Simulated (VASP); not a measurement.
Set up this calculation in VASP 6.6.1, as the native input.

| Quantity | Value |
| --- | --- |
| Task | single point |
| Functional | r2SCAN |
| Potentials or basis | VASP PAW PBE potentials, release 64 (Na_pv) |
| Cutoff | 520 eV |
| k mesh | 11 × 11 × 11 |
| Occupations | fermi-dirac, width 0.2 eV |
| Spin | no spin polarisation |
| Dipole correction | no |
| Further INCAR settings | ALGO = Normal; EDIFF = 1e-06; NBANDS = 10 |

Crystal: Na.

```
CELL_PARAMETERS angstrom
-2.11250 2.11250 2.11250
2.11250 -2.11250 2.11250
2.11250 2.11250 -2.11250
ATOMIC_POSITIONS crystal
Na 0.00000 0.00000 0.00000
```

These files were run (other wordings do the same):

POSCAR

```
Na
1.0
   -2.1125000000      2.1125000000      2.1125000000
    2.1125000000     -2.1125000000      2.1125000000
    2.1125000000      2.1125000000     -2.1125000000
Na
1
Direct
    0.0000000000      0.0000000000      0.0000000000
```

INCAR.step1

```
SYSTEM = Na
PREC     = Accurate       ! precision mode
ENCUT    = 520            ! plane-wave cutoff, eV
ISMEAR   = -1             ! smearing method
SIGMA    = 0.2            ! smearing width, eV
LREAL    = .False.        ! projectors in reciprocal space
LASPH    = .True.         ! aspherical terms in the spheres
NELM     = 80             ! most SCF steps
NBANDS   = 10             ! bands
GGA      = PE             ! functional
ALGO     = Normal         ! electronic algorithm
EDIFF    = 1E-4           ! SCF threshold, eV
LWAVE    = .True.         ! write WAVECAR
LCHARG   = .False.        ! write CHGCAR
```

INCAR.step2

```
SYSTEM = Na
PREC     = Accurate       ! precision mode
ENCUT    = 520            ! plane-wave cutoff, eV
EDIFF    = 1E-6           ! SCF threshold, eV
ISMEAR   = -1             ! smearing method
SIGMA    = 0.2            ! smearing width, eV
LREAL    = .False.        ! projectors in reciprocal space
LASPH    = .True.         ! aspherical terms in the spheres
NELM     = 80             ! most SCF steps
ALGO     = Normal         ! electronic algorithm
ISIF     = 2              ! what is computed and relaxed
LWAVE    = .False.        ! write WAVECAR
LCHARG   = .True.         ! write CHGCAR
METAGGA  = R2SCAN         ! meta-GGA
LMIXTAU  = .True.       
LELF     = .True.         ! ELF
LVHAR    = .True.       
NBANDS   = 10             ! bands
ISTART   = 1
```

KPOINTS

```
regular mesh
0
Gamma
  11 11 11
  0 0 0
```

Potentials or basis: VASP PAW PBE potentials, release 64 (Na_pv).

Command:

```bash
$ cat potpaw_PBE.64/Na_pv/POTCAR > POTCAR
$ cp INCAR.step1 INCAR
$ mpirun -np 1 vasp_std > vasp.out
$ cp INCAR.step2 INCAR
$ mpirun -np 1 vasp_std > vasp.out
```

Results of the run:

| Property | Result |
| --- | --- |
| Pressure | 0.1 GPa |
| Band gap on the k mesh | zero (an odd number of electrons rules out a gap without spin polarisation) |

Caveat: the PAW data sets were made with another functional, which shifts forces and pressure a little.

It took 94 s on 1 thread of Intel Xeon 8259CL, with other jobs on the host, peak memory 0.16 GiB.
